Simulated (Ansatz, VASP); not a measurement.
# GaP: VASP beside Ansatz

File INCAR:

```
SYSTEM = GaP
PREC = Accurate ; ENCUT = 520
EDIFF = 1E-8 ; ISMEAR = -1
SIGMA = 0.03 ; LREAL = .FALSE.
LASPH = .TRUE. ; NELM = 100
ALGO = Normal ; ISIF = 2
LWAVE = .FALSE. ; LCHARG = .FALSE.
GGA = PE ; LEFG = .TRUE.
NBANDS = 16
```

File KPOINTS:

```
Automatic mesh
0
G
  13 13 13
  0 0 0
```

The input POSCAR:

```
GaP
1.0
    0.0000000000      2.6972876639      2.6972876639
    2.6972876639      0.0000000000      2.6972876639
    2.6972876639      2.6972876639      0.0000000000
Ga P
1 1
Direct
    0.0000000000      0.0000000000      0.0000000000
    0.2500000000      0.2500000000      0.2500000000
```

Input for Ansatz:

```yaml
crystal:
  lattice:
    - [0.0, 2.6972876639, 2.6972876639]
    - [2.6972876639, 0.0, 2.6972876639]
    - [2.6972876639, 2.6972876639, 0.0]
  atoms:
    - { symbol: Ga, position: [0.0, 0.0, 0.0] }
    - { symbol: P, position: [0.25, 0.25, 0.25] }
kpoints:
  mp_grid: { grid: [13, 13, 13] }
scf:
  occupations: { method: fermi_dirac, width: 0.03 }
hamiltonian:
  xc: pbe
  pseudopotentials: { kind: paw }
output:
  forces: true
  stress: true
  eigenvalues: true
  efg: { contact_densities: true }
  write_density: true
  write_potential: true
  elf: true
  volumetric_format: npy
```

Change from the starting cell: volume scaled by 0.9405, PAW files.

Alike in both runs: task electric field gradients; functional PBE; k mesh 13 × 13 × 13; occupations fermi-dirac, width 0.03 eV; no spin polarisation.

|  | VASP | Ansatz |
| --- | --- | --- |
| version | VASP 6.6.1 | Ansatz 0.2.0 |
| potentials or method | VASP PAW PBE potentials, release 64 (Ga_d, P) | PAW with Ansatz's default frozen-core files, scalar-relativistic |
| plane-wave cutoff (eV) | 520 | 420 |
| valence electrons in the cell | 18 | 18 |

|  | VASP | Ansatz | Ansatz less VASP |
| --- | --- | --- | --- |
| gap on the k mesh at the Fermi level (eV) | 1.56 | 1.56 | 0.000 |
| pressure (GPa) | 5.4 | 5.4 | +0.05 |

With one functional, cell and mesh, what is left measures potentials, basis and numerics.
